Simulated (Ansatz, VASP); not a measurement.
**One calculation of ZnSe, two programs**

The input INCAR:

```
SYSTEM = ZnSe
ALGO = Normal
EDIFF = 1E-6
ENCUT = 520
GGA = PS
ISIF = 2
ISMEAR = 0
LASPH = .True.
LCHARG = .False.
LREAL = .False.
LWAVE = .False.
NBANDS = 16
NELM = 60
PREC = Accurate
SIGMA = 0.05
```

File KPOINTS:

```
k-points
0
Gamma
  6 6 6
  0 0 0
```

The input POSCAR:

```
ZnSe
1.0
    3.3251530431      0.0000000000      0.0000000000
    0.0000000000      3.3251530431      0.0000000000
    0.0000000000      0.0000000000      3.3251530431
Zn Se
1 1
Direct
    0.0000000000      0.0000000000      0.0000000000
    0.5000000000      0.5000000000      0.5000000000
```

Input for Ansatz:

```yaml
crystal:
  lattice:
    - [3.3251530431, 0.0, 0.0]
    - [0.0, 3.3251530431, 0.0]
    - [0.0, 0.0, 3.3251530431]
  atoms:
    - { symbol: Zn, position: [0.0, 0.0, 0.0] }
    - { symbol: Se, position: [0.5, 0.5, 0.5] }
kpoints:
  mp_grid: { grid: [6, 6, 6] }
hamiltonian:
  xc: pbesol
scf:
  occupations: { method: gaussian, width: 0.05 }
  n_extra_bands: 4
output:
  forces: true
  stress: true
  eigenvalues: true
```

Alike in both runs: task single point; functional PBEsol; k mesh 6 × 6 × 6; occupations gaussian, width 0.05 eV; no spin polarisation.

|  | VASP | Ansatz |
| --- | --- | --- |
| version | VASP 6.6.1 | Ansatz 0.2.0 |
| potentials or method | VASP PAW PBE potentials, release 64 (Zn, Se) | plane waves |
| plane-wave cutoff (eV) | 520 | 420 |
| valence electrons in the cell | 18 | 28 |

VASP gave:

```
pressure (GPa) : -2.9
```

Task: What did Ansatz give for the same quantities?

Result: Pressure (GPa): -3.1.

VASP's potentials were made for PBE, not for PBEsol. VASP's potentials hold 18 valence electrons a cell and Ansatz's 28, so a difference there can come from the potentials and not from the codes.
